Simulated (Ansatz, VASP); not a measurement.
# Ti3O4: VASP beside Ansatz

```
Ti O
1.0
    -2.06218    2.06218    4.07907
     2.06218   -2.06218    4.07907
     2.06218    2.06218   -4.07907
Ti O
3 4
Direct
  0.25000 0.75000 0.50000
  0.50000 0.50000 0.00000
  0.75000 0.25000 0.50000
  0.00000 0.50000 0.50000
  0.24440 0.24440 0.00000
  0.50000 0.00000 0.50000
  0.75560 0.75560 0.00000
```

Alike in both runs: task single point; functional r2SCAN; k mesh 14 × 14 × 14; occupations gaussian, width 0.15 eV; no spin polarisation.

|  | VASP | Ansatz |
| --- | --- | --- |
| version | VASP 6.6.1 | Ansatz 0.2.0 |
| potentials or method | VASP PAW PBE potentials, release 64 (Ti_sv, O), cutoff 520 eV | scalar-relativistic, plane waves, PAW |
| valence electrons in the cell | 60 | 60 |

VASP gave:

```
gap on the k mesh at the Fermi level (eV)                     : none
pressure (GPa)                                                : 1.6
traceless stress, the component that is largest in VASP (GPa) : 0.11
rms of the force components (eV/Å)                            : 0.020
```

**Question.** Which values does Ansatz return?

**Answer.** gap on the k mesh at the Fermi level (eV): none; pressure (GPa): 0.0; traceless stress, the component that is largest in VASP (GPa): -0.04; rms of the force components (eV/Å): 0.002.

VASP's potentials were made for PBE, not for r2SCAN. Atom by atom the forces differ by 0.018 eV/Å (rms over components). A gap of «none» marks a metal or a gap that the smearing closes.
